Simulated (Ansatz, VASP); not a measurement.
**Ni2H in VASP and in Ansatz**

```
CELL_PARAMETERS angstrom
2.64300 0.00000 0.00000
-1.32150 2.28891 0.00000
0.00000 0.00000 4.30800
ATOMIC_POSITIONS crystal
Ni 0.33333 0.66667 0.26100
Ni 0.66667 0.33333 0.79600
H 0.00000 0.00000 0.02800
```

Alike in both runs: task single point; functional r2SCAN; k mesh 11 × 11 × 6; occupations fermi-dirac, width 0.1 eV; no spin polarisation.

|  | VASP | Ansatz |
| --- | --- | --- |
| version | VASP 6.6.1 | Ansatz 0.2.0 |
| potentials or method | VASP PAW PBE potentials, release 64 (Ni, H), cutoff 520 eV | PAW, plane waves, scalar-relativistic |
| valence electrons in the cell | 21 | 37 |

Ansatz gave:

- pressure (GPa): -15.9
- traceless stress, the component that is largest in VASP (GPa): 1.14
- rms of the force components (eV/Å): 0.519

Problem. Estimate VASP's values.

Solution. Pressure (GPa): -15.4; traceless stress, the component that is largest in VASP (GPa): 1.10; rms of the force components (eV/Å): 0.526.

VASP's potentials were made for PBE, not for r2SCAN. Atom by atom the forces differ by 0.007 eV/Å (rms over components). VASP's potentials hold 21 valence electrons a cell and Ansatz's 37, so a difference there can come from the potentials and not from the codes.
